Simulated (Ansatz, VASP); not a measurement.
## One calculation of ZrTi3C2, two programs

File INCAR:

```
PREC     = Accurate       # precision mode
ENCUT    = 600            # plane-wave cutoff, eV
EDIFF    = 1E-6           # SCF threshold, eV
ISMEAR   = 0              # smearing method
SIGMA    = 0.1            # smearing width, eV
LREAL    = False          # projectors in reciprocal space
LASPH    = True           # aspherical terms in the spheres
NELM     = 100            # most SCF steps
ALGO     = Normal         # electronic algorithm
ISIF     = 3              # what is computed and relaxed
LWAVE    = False          # write WAVECAR
LCHARG   = False          # write CHGCAR
GGA      = PE             # functional
IBRION   = 2              # ionic algorithm
NSW      = 100            # ionic steps
EDIFFG   = -0.01          # ionic threshold
```

File KPOINTS:

```
Automatic mesh
0
Gamma
  10 10 8
```

File POSCAR:

```
ZrTi3C2
1.0
    4.1467260856      0.0000000000      0.0000000000
    0.0000000000      4.1467260856      0.0000000000
    0.0000000000      0.0000000000      5.2873600721
Zr Ti C
1 3 2
Direct
    0.5000000000      0.5000000000      0.0000000000
    0.0000000000      0.5000000000      0.5000000000
    0.5000000000      0.0000000000      0.5000000000
    0.0000000000      0.0000000000      0.0000000000
    0.0000000000      0.0000000000      0.6297543079
    0.0000000000      0.0000000000      0.3702456921
```

Input for Ansatz:

```yaml
crystal:
  lattice:
    - [4.1467260856, 0.0, 0.0]
    - [0.0, 4.1467260856, 0.0]
    - [0.0, 0.0, 5.2873600721]
  atoms:
    - { symbol: Zr, position: [0.5, 0.5, 0.0] }
    - { symbol: Ti, position: [0.0, 0.5, 0.5] }
    - { symbol: Ti, position: [0.5, 0.0, 0.5] }
    - { symbol: Ti, position: [0.0, 0.0, 0.0] }
    - { symbol: C, position: [0.0, 0.0, 0.6297543079] }
    - { symbol: C, position: [0.0, 0.0, 0.3702456921] }
basis:
  ecutwfc: 420
kpoints:
  mp_grid: { grid: [10, 10, 8] }
hamiltonian:
  xc: pbe
scf:
  occupations: { method: gaussian, width: 0.1 }
output:
  forces: true
  stress: true
  eigenvalues: true
relax:
  adjacent_minimum: "off"
  f_tol: 0.01
  max_steps: 80
  cell: { stress_tol: 0.05 }
```

Alike in both runs: task relaxation of cell and atoms; functional PBE; k mesh 10 × 10 × 8; occupations gaussian, width 0.1 eV; no spin polarisation.

|  | VASP | Ansatz |
| --- | --- | --- |
| version | VASP 6.6.1 | Ansatz 0.2.0 |
| potentials or method | VASP PAW PBE potentials, release 64 (Zr_sv, Ti_sv, C), cutoff 600 eV | scalar-relativistic, plane waves, PAW |
| valence electrons in the cell | 56 | 56 |

```tsv
	VASP	Ansatz	Ansatz less VASP
gap on the k mesh at the Fermi level, each at its own relaxed structure (eV)	none	none	-
relaxed volume (Å³/atom)	15.17	15.17	-0.004
relaxed cell length with the largest relative difference (Å)	5.289	5.288	-0.0007
```

A gap of «none» marks a metal or a gap that the smearing closes.
